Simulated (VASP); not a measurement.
CsTl2H3: relaxation of cell and atoms with PBE

CsTl2H3:

```
Cs Tl H
1.0
     6.27324    0.00000    0.00000
    -3.13662    5.43279    0.00000
     0.00000    0.00000    3.80044
Cs Tl H
1 2 3
Direct
  0.00000 0.00000 0.00000
  0.33333 0.66667 0.00000
  0.66667 0.33333 0.00000
  0.50000 0.00000 0.50000
  0.50000 0.50000 0.50000
  0.00000 0.50000 0.50000
```

The cell was generated, and may not be a known phase.

```
Program                : VASP 6.6.1
Task                   : relaxation of cell and atoms
Functional             : PBE
Potentials or basis    : VASP PAW PBE potentials, release 64 (Cs_sv, Tl_d, H)
Cutoff                 : 600 eV
k mesh                 : 9 × 9 × 10
Occupations            : gaussian, width 0.1 eV
Spin                   : no spin polarisation
Dipole correction      : no
Further INCAR settings : ALGO = Normal; EDIFF = 1e-06; IBRION = 2; EDIFFG = -0.01; NSW = 100; ISIF = 3
```

```json
{
  "Relaxed volume": "23.40 Å³/atom",
  "Relaxed cell": "a = 6.630 Å, b = 6.630 Å, c = 3.687 Å, α = 90.00°, β = 90.00°, γ = 120.00°",
  "Space group after relaxing (to 0.1 Å)": "P6/mmm (No. 191)",
  "Energy gained by relaxing": "17.7 meV/atom",
  "Ionic steps": "6",
  "Pressure after relaxing": "0.0 GPa",
  "Band gap on the k mesh": "zero (bands 19 and 20 overlap by 0.96 eV)"
}
```

The path:
```
step  energy change (eV)  largest force (eV/Å)  pressure (GPa)  volume (Å³)
   1              0.0000                0.0000            1.28       129.52
   2             -0.0462                0.0000            0.79       132.76
   3             -0.1011                0.0000           -0.20       141.42
   4             -0.1015                0.0000           -0.29       142.30
   5             -0.1051                0.0000           -0.14       141.21
   6             -0.1060                0.0000           -0.04       140.39
```

Final structure:
```yaml
crystal:
  lattice:
    - [6.63039, 0.00000, 0.00000]
    - [-3.31520, 5.74209, 0.00000]
    - [0.00000, 0.00000, 3.68748]
  atoms:
    - { symbol: Cs, position: [0.00000, 0.00000, 0.00000] }
    - { symbol: Tl, position: [0.33333, 0.66667, 0.00000] }
    - { symbol: Tl, position: [0.66667, 0.33333, 0.00000] }
    - { symbol: H, position: [0.50000, 0.00000, 0.50000] }
    - { symbol: H, position: [0.50000, 0.50000, 0.50000] }
    - { symbol: H, position: [0.00000, 0.50000, 0.50000] }
```

Levels at points of the mesh, in eV from the Fermi level:
```tsv
k point	band 15	band 16	band 17	band 18	band 19	band 20	band 21	band 22	band 23
(0.00, 0.00, 0.00)	-8.49	-5.78	-3.84	-3.84	0.53	1.57	1.57	2.03	3.13
(0.00, 0.00, 0.50)	-6.20	-4.62	-4.29	-1.77	-1.77	-0.07	-0.07	0.26	1.29
```

Wall time 22 min on 1 thread of Intel(R) Xeon(R) Platinum 8375C CPU @ 2.90GHz (Ice Lake) (shared host), peak memory 0.46 GiB.

Caveat: spin-orbit coupling is left out, which moves the levels of the heavy elements.
